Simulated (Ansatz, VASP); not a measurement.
ZnSe in VASP and in Ansatz

```
Zn Se
1.0
     0.00000    2.77723    2.77723
     2.77723    0.00000    2.77723
     2.77723    2.77723    0.00000
Zn Se
1 1
Direct
  0.00000 0.00000 0.00000
  0.25000 0.25000 0.25000
```

Alike in both runs: task single point; functional PBE; k mesh 8 × 8 × 8; occupations gaussian, width 0.02 eV; no spin polarisation.

|  | VASP | Ansatz |
| --- | --- | --- |
| version | VASP 6.6.1 | Ansatz 0.2.0 |
| potentials or method | VASP PAW PBE potentials, release 64 (Zn, Se), cutoff 520 eV | scalar-relativistic, plane waves, PAW |
| valence electrons in the cell | 18 | 28 |

|  | VASP | Ansatz | Ansatz less VASP |
| --- | --- | --- | --- |
| gap on the k mesh at the Fermi level (eV) | 1.54 | 1.54 | -0.005 |
| least direct gap on the mesh (eV) | 1.54 | 1.54 | -0.005 |
| pressure (GPa) | 7.0 | 6.7 | -0.30 |

VASP's potentials hold 18 valence electrons a cell and Ansatz's 28, so a difference there can come from the potentials and not from the codes.
